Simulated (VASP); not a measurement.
# BaAl2B4 (P6/mmm) in VASP: density of states with PBE

Aim: the density of states of BaAl2B4 with PBE.

All numbers are computed with VASP 6.6.1; they aren't measurements. Logs are shortened: lines on timing, memory, paths and dates and some standing lists are left out, and cuts for length are marked.

**1. The cell of the first run**

Symmetry: P6/mmm, No. 191, hexagonal system. The conventional cell has a = 3.181 Å, b = 3.181 Å, c = 10.303 Å, α = 90.00°, β = 90.00°, γ = 120.00°. Within 4.1 Å of Ba (site symmetry 6/mmm) lie 12 B at 3.09 Å and 6 Ba at 3.18 Å and 2 Al at 3.86 Å. Within 3.0 Å of Al (site symmetry 6mm) lie 6 B at 2.30 Å and 1 Al at 2.57 Å. B (site symmetry 3m) has 3 B at 1.84 Å and 3 Al at 2.30 Å within 2.4 Å.

**2. Density of states, PBE**

Input file POSCAR:

```
BaAl2B4
1.0
    3.1811114616      0.0000000000      0.0000000000
   -1.5905557308      2.7549233380      0.0000000000
    0.0000000000      0.0000000000     10.3028821218
Ba Al B
1 2 4
Direct
    0.0000000000      0.0000000000      0.0000000000
    0.0000000000      0.0000000000      0.6248637370
    0.0000000000      0.0000000000      0.3751362630
    0.3333333333      0.6666666667      0.7589203758
    0.6666666667      0.3333333333      0.7589203758
    0.6666666667      0.3333333333      0.2410796242
    0.3333333333      0.6666666667      0.2410796242
```

Input file INCAR.step1:

```
SYSTEM = BaAl2B4
ALGO = Normal
EDIFF = 1E-6
ENCUT = 420
GGA = PE
GGA_COMPAT = .False.
ISIF = 2
ISMEAR = 0
LASPH = .True.
LCHARG = .True.
LORBIT = 11
LREAL = .False.
LWAVE = .False.
NBANDS = 23
NEDOS = 2001
NELM = 120
PREC = Accurate
SIGMA = 0.1
```

Input file KPOINTS.step1:

```
k-points
0
Gamma
  15 15 4
  0 0 0
```

Input file INCAR.step2:

```
SYSTEM = BaAl2B4
ALGO = Normal
EDIFF = 1E-6
ENCUT = 420
GGA = PE
GGA_COMPAT = .False.
ICHARG = 11
ISIF = 2
ISMEAR = -5
LASPH = .True.
LCHARG = .False.
LORBIT = 11
LREAL = .False.
LWAVE = .False.
NBANDS = 23
NEDOS = 1001
NELM = 120
PREC = Accurate
SIGMA = 0.1
```

Input file KPOINTS.step2:

```
k-points
0
Gamma
  23 23 6
  0 0 0
```

Potentials or basis: VASP PAW PBE potentials, release 64 (Ba_sv, Al, B).

Command:

```
$ cat potpaw_PBE.64/Ba_sv/POTCAR potpaw_PBE.64/Al/POTCAR potpaw_PBE.64/B/POTCAR > POTCAR
$ cp INCAR.step1 INCAR
$ cp KPOINTS.step1 KPOINTS
$ mpirun -np 1 vasp_std > vasp.out
$ cp INCAR.step2 INCAR
$ cp KPOINTS.step2 KPOINTS
$ mpirun -np 1 vasp_std > vasp.out
```

OUTCAR:

```text
SYSTEM = BaAl2B4
   EDIFF = 1E-6
   ENCUT = 420
   GGA = PE
   ICHARG = 11
   ISIF = 2
   ISMEAR = -5
   LASPH = .True.
   LORBIT = 11
   LREAL = .False.
   NELM = 120
   PREC = Accurate

 ion  position               nearest neighbor table
   1  0.000  0.000  0.000-   4 3.09   5 3.09   6 3.09   7 3.09   4 3.09   7 3.09   5 3.09   6 3.09
                             5 3.09   6 3.09   4 3.09   7 3.09   2 3.86   3 3.86
   2  0.000  0.000  0.625-   4 2.30   5 2.30   4 2.30   5 2.30   5 2.30   4 2.30   3 2.57   1 3.86

   3  0.000  0.000  0.375-   6 2.30   7 2.30   7 2.30   6 2.30   6 2.30   7 2.30   2 2.57   1 3.86

   4  0.333  0.667  0.759-   5 1.84   5 1.84   5 1.84   2 2.30   2 2.30   2 2.30   1 3.09   1 3.09
                             1 3.09
   5  0.667  0.333  0.759-   4 1.84   4 1.84   4 1.84   2 2.30   2 2.30   2 2.30   1 3.09   1 3.09
                             1 3.09
   6  0.667  0.333  0.241-   7 1.84   7 1.84   7 1.84   3 2.30   3 2.30   3 2.30   1 3.09   1 3.09
                             1 3.09
   7  0.333  0.667  0.241-   6 1.84   6 1.84   6 1.84   3 2.30   3 2.30   3 2.30   1 3.09   1 3.09
                             1 3.09

  LATTYP: Found a hexagonal cell.
 ALAT       =     3.1811114616
 C/A-ratio  =     3.2387680363

  Lattice vectors:

 A1 = (   3.1811114616,   0.0000000000,   0.0000000000)
 A2 = (  -1.5905557308,   2.7549233380,   0.0000000000)
 A3 = (   0.0000000000,   0.0000000000,  10.3028821218)

Analysis of symmetry for initial positions (statically):
=====================================================================
 Subroutine PRICEL returns:
 Original cell was already a primitive cell.

 Routine SETGRP: Setting up the symmetry group for a
 hexagonal supercell.

 Subroutine GETGRP returns: Found 24 space group operations
 (whereof 24 operations were pure point group operations)
 out of a pool of 24 trial point group operations.

The static configuration has the point symmetry D_6h.

Analysis of symmetry for dynamics (positions and initial velocities):
=====================================================================
 Subroutine PRICEL returns:
 Original cell was already a primitive cell.

 Routine SETGRP: Setting up the symmetry group for a
 hexagonal supercell.

 Subroutine GETGRP returns: Found 24 space group operations
 (whereof 24 operations were pure point group operations)
 out of a pool of 24 trial point group operations.

The dynamic configuration has the point symmetry D_6h.

 Subroutine INISYM returns: Found 24 space group operations
 (whereof 24 operations are pure point group operations),
 and found     1 'primitive' translations

----------------------------------------------------------------------------------------

                                     Primitive cell

  volume of cell :      90.2916

  direct lattice vectors                    reciprocal lattice vectors
     3.181111462  0.000000000  0.000000000     0.314355536  0.181493254  0.000000000
    -1.590555731  2.754923338  0.000000000     0.000000000  0.362986507  0.000000000
     0.000000000  0.000000000 10.302882122     0.000000000  0.000000000  0.097060219

  length of vectors
     3.181111462  3.181111462 10.302882122     0.362986507  0.362986507  0.097060219

  position of ions in fractional coordinates (direct lattice)
     0.000000000  0.000000000  0.000000000
     0.000000000  0.000000000  0.624863737
     0.000000000  0.000000000  0.375136263
     0.333333333  0.666666667  0.758920376
     0.666666667  0.333333333  0.758920376
     0.666666667  0.333333333  0.241079624
     0.333333333  0.666666667  0.241079624

  ion indices of the primitive-cell ions
   primitive index   ion index
                 1           1
                 2           2
                 3           3
                 4           4
                 5           5
                 6           6
                 7           7

----------------------------------------------------------------------------------------

 KPOINTS: k-points

Automatic generation of k-mesh.
 Grid dimensions read from file:
 generate k-points for:   23   23    6

 Generating k-lattice:

  Cartesian coordinates                     Fractional coordinates (reciprocal lattice)
     0.013667632  0.007891011  0.000000000     0.043478261 -0.000000000  0.000000000
     0.000000000  0.015782022  0.000000000     0.000000000  0.043478261  0.000000000
     0.000000000  0.000000000  0.016176703     0.000000000  0.000000000  0.166666667

  Length of vectors
     0.015782022  0.015782022  0.016176703

  Shift w.r.t. Gamma in fractional coordinates (k-lattice)
     0.000000000  0.000000000  0.000000000

 TETIRR: Found   3243 inequivalent tetrahedra from    19044

 Subroutine IBZKPT returns following result:
 ===========================================

 Found    224 irreducible k-points:

 Following reciprocal coordinates:
            Coordinates               Weight
  0.000000  0.000000  0.000000      1.000000
  0.043478  0.000000  0.000000      6.000000
  0.086957  0.000000  0.000000      6.000000
  0.130435  0.000000  0.000000      6.000000
  0.173913  0.000000  0.000000      6.000000
  0.217391  0.000000  0.000000      6.000000
[... 16 lines left out ...]
  0.478261  0.043478  0.000000      6.000000
  0.086957  0.086957  0.000000      6.000000
 [... further k-points ...]
   k-points           NKPTS =    224   k-points in BZ     NKDIM =    224   number of bands    NBANDS=     23
   number of dos      NEDOS =   1001   number of ions     NIONS =      7
   total plane-waves  NPLWV =  40320
   dimension x,y,z NGX =    24 NGY =   24 NGZ =   70
   dimension x,y,z NGXF=    48 NGYF=   48 NGZF=  140
   ions per type =               1   2   4
   NGX,Y,Z   is equivalent  to a cutoff of  12.54, 12.54, 11.30 a.u.
   NGXF,Y,Z  is equivalent  to a cutoff of  25.08, 25.08, 22.59 a.u.
 SYSTEM =  BaAl2B4
   PREC   = accura    normal or accurate (medium, high low for compatibility)
   ISTART =      0    job   : 0-new  1-cont  2-samecut
   ICHARG =     11    charge: 1-file 2-atom 10-const
   ISPIN  =      1    spin polarized calculation?
   LNONCOLLINEAR =      F non collinear calculations
   LSORBIT =      F    spin-orbit coupling
   LASPH  =      T    aspherical Exc in radial PAW
   ENCUT  =  420.0 eV  30.87 Ry    5.56 a.u.   5.32  5.32 17.22*2*pi/ulx,y,z
   NELM   =    120;   NELMIN=  2; NELMDL=  0     # of ELM steps
   EDIFF  = 0.1E-05   stopping-criterion for ELM
   LREAL  =      F    real-space projection
[... 7 lines left out ...]
   TEBEG  =    0.0;   TEEND  =   0.0 temperature during run
   PSTRESS=    0.0 pullay stress
   NELECT =      28.0000    total number of electrons
   NUPDOWN=      -1.0000    fix difference up-down
   EMIN   =  10.00;   EMAX   =-10.00  energy-range for DOS
   EFERMI =   0.00;   METHOD = LEGACY
   ISMEAR =    -5;   SIGMA  =   0.10  broadening in eV -4-tet -1-fermi 0-gaus
   EFERMI_NEDOS =   21; number of points for ismear=-14 and -15
   IALGO  =     38    algorithm
   IMIX   =      4    mixing-type and parameters
     AMIX     =   0.40;   BMIX     =  1.00
     AMIX_MAG =   1.60;   BMIX_MAG =  1.00
  volume/ion in A,a.u.               =      12.90        87.05
  Fermi-wavevector in a.u.,A,eV,Ry     =   1.108099  2.094003 16.706360  1.227883
  Thomas-Fermi vector in A             =   2.244622
   LORBIT       =     11    0 simple, 1 ext, 2 COOP (PROOUT), +10 PAW based schemes
   GGA     = PE    functional components
   LHFCALC =     F    Hartree Fock is set to
   AEXX    =    0.0000 exact exchange contribution
   IVDW    =     0    specifies the selected vdW correction
   LEPSILON=     F    determine dielectric tensor
   LRPA    =     F    only Hartree local field effects (RPA)
 non-spin polarized calculation
 Fermi weights with tetrahedron method with Bloechl corrections
  energy-cutoff  :      420.00
  volume of cell :       90.29
 maximum number of plane-waves:      1810
 NGX is ok and might be reduce to    24

 number of electron      27.9999999 magnetization

 Free energy of the ion-electron system (eV)
  ---------------------------------------------------
  ext. energy  EPLUGINS =         0.00000000
  ---------------------------------------------------
  free energy    TOTEN  =       -35.65092555 eV

  energy without entropy =      -35.65092555  energy(sigma->0) =      -35.65092555

 E-fermi :   6.8126     XC(G=0): -10.7704

 val. band max:        6.8322085664   @ k =   0.2174   0.2174   0.1667
 cond. band min:       6.8199009833   @ k =   0.2174   0.0435   0.0000
 fundamental gap:     -0.0123075831
 Fermi energy:         6.8126280571

 k-point     1 :       0.0000    0.0000    0.0000
  band No.  band energies     occupation
      1     -22.0264      2.00000
      2      -8.1206      2.00000
      3      -6.5499      2.00000
      4      -5.4756      2.00000
      5      -4.4446      2.00000
      6      -4.4446      2.00000
[... 15 lines left out ...]
     22      12.7090      0.00000
     23      12.8668      0.00000

 k-point     2 :       0.0435    0.0000    0.0000
  band No.  band energies     occupation
      1     -22.0089      2.00000
      2      -8.0959      2.00000
      3      -6.5209      2.00000
      4      -5.4507      2.00000
      5      -4.5669      2.00000
      6      -4.4705      2.00000
[... 15 lines left out ...]
     22      12.7176      0.00000
     23      12.8690      0.00000

 k-point     3 :       0.0870    0.0000    0.0000
  band No.  band energies     occupation
      1     -21.9573      2.00000
      2      -8.0224      2.00000
      3      -6.4359      2.00000
      4      -5.3763      2.00000
      5      -4.9059      2.00000
      6      -4.5451      2.00000
[... 15 lines left out ...]
     22      12.5896      0.00000
     23      12.7133      0.00000

 k-point     4 :       0.1304    0.0000    0.0000
  band No.  band energies     occupation
      1     -21.8740      2.00000
      2      -7.9020      2.00000
      3      -6.3085      2.00000
      4      -5.3872      2.00000
      5      -5.2535      2.00000
      6      -4.6599      2.00000
[... 15 lines left out ...]
     22      12.0686      0.00000
     23      12.1083      0.00000

 k-point     5 :       0.1739    0.0000    0.0000
  band No.  band energies     occupation
      1     -21.7629      2.00000
      2      -7.7383      2.00000
      3      -6.2786      2.00000
      4      -5.8039      2.00000
      5      -5.0839      2.00000
      6      -4.8028      2.00000
[... 434 lines left out ...]
 k-point    22 :       0.4348    0.0435    0.0000
  band No.  band energies     occupation
      1     -20.9399      2.00000
      2      -9.1888      2.00000
      3      -6.3584      2.00000
      4      -5.6851      2.00000
      5      -3.1522      2.00000
      6      -3.0187      2.00000
[... 15 lines left out ...]
     22      11.8675      0.00000
     23      13.0396      0.00000

 k-point    23 :       0.4783    0.0435    0.0000
  band No.  band energies     occupation
      1     -20.9156      2.00000
      2      -9.2608      2.00000
      3      -6.3114      2.00000
      4      -5.7045      2.00000
      5      -2.7987      2.00000
      6      -2.6570      2.00000
[... 15 lines left out ...]
     22      11.8350      0.00000
     23      13.0325      0.00000

 k-point    24 :       0.0870    0.0870    0.0000
  band No.  band energies     occupation
      1     -21.8255      2.00000
      2      -7.8311      2.00000
      3      -6.2522      2.00000
      4      -5.5909      2.00000
      5      -5.1804      2.00000
      6      -4.7654      2.00000
[... 15 lines left out ...]
     22      11.8800      0.00000
     23      12.0816      0.00000

 [... further k-points ...]

------------------------ aborting loop because EDIFF is reached ----------------------------------------

  FORCE on cell =-STRESS in cart. coord.  units (eV):
  Direction    XX          YY          ZZ          XY          YZ          ZX
  --------------------------------------------------------------------------------------
  -------------------------------------------------------------------------------------
  Total        0.8675289      0.8675289      0.7813529      0.0000000     -0.0000000      0.0000000
  in kB       15.3938552     15.3938552     13.8647063      0.0000000     -0.0000000      0.0000000
  external PRESSURE =      14.8841389 kB  Pullay stress =       0.0000000 kB

 VOLUME and BASIS-vectors are now :
 -----------------------------------------------------------------------------
  energy-cutoff  :      420.00
  volume of cell :       90.29
      direct lattice vectors                 reciprocal lattice vectors
     3.181111462  0.000000000  0.000000000     0.314355536  0.181493254  0.000000000
    -1.590555731  2.754923338  0.000000000     0.000000000  0.362986507  0.000000000
     0.000000000  0.000000000 10.302882122     0.000000000  0.000000000  0.097060219

 POSITION                                       TOTAL-FORCE (eV/Angst)
 -----------------------------------------------------------------------------------
      0.00000      0.00000      0.00000         0.000000      0.000000      0.000000
      0.00000      0.00000      6.43790         0.000000      0.000000      0.024058
      0.00000      0.00000      3.86498         0.000000     -0.000000     -0.024058
     -0.00000      1.83662      7.81907         0.000000      0.000000     -0.074891
      1.59056      0.91831      7.81907        -0.000000      0.000000     -0.074891
      1.59056      0.91831      2.48381        -0.000000     -0.000000      0.074891
     -0.00000      1.83662      2.48381         0.000000     -0.000000      0.074891
 -----------------------------------------------------------------------------------
    total drift:                                0.000000      0.000000      0.000000

  FREE ENERGIE OF THE ION-ELECTRON SYSTEM (eV)
  ---------------------------------------------------
  free  energy   TOTEN  =       -35.6509255508 eV

  energy  without entropy=      -35.6509255508  energy(sigma->0) =      -35.65092555

 total charge

# of ion       s       p       d       tot
------------------------------------------
    1        2.030   5.557   0.786   8.372
    2        0.394   0.372   0.000   0.766
    3        0.394   0.372   0.000   0.766
    4        0.660   1.201   0.000   1.861
    5        0.660   1.201   0.000   1.861
    6        0.660   1.201   0.000   1.861
    7        0.660   1.201   0.000   1.861
--------------------------------------------------
tot          5.459  11.102   0.786  17.347
```

Wall time 3.7 min (1 thread of Intel Xeon Platinum 8259CL at 2.50GHz (Skylake/Cascade Lake), shared host); peak memory 0.43 GiB.

Results:

* Valence electrons inside the program's atomic spheres: Ba 8.37; Al 0.77; B 1.86

Levels at points of the mesh, in eV from the Fermi level:
```
           k point  band 11  band 12  band 13  band 14  band 15  band 16  band 17  band 18
(0.00, 0.00, 0.00)    -1.10    -1.02    -1.02     0.28     2.69     3.29     3.29     3.45
(0.00, 0.00, 0.50)    -1.09    -1.03    -1.03     0.08     2.32     3.30     3.30     3.38
```

Caveat: spin-orbit coupling is left out, which moves the levels of the heavy elements; tetrahedron occupations give inexact forces and stress in metals.
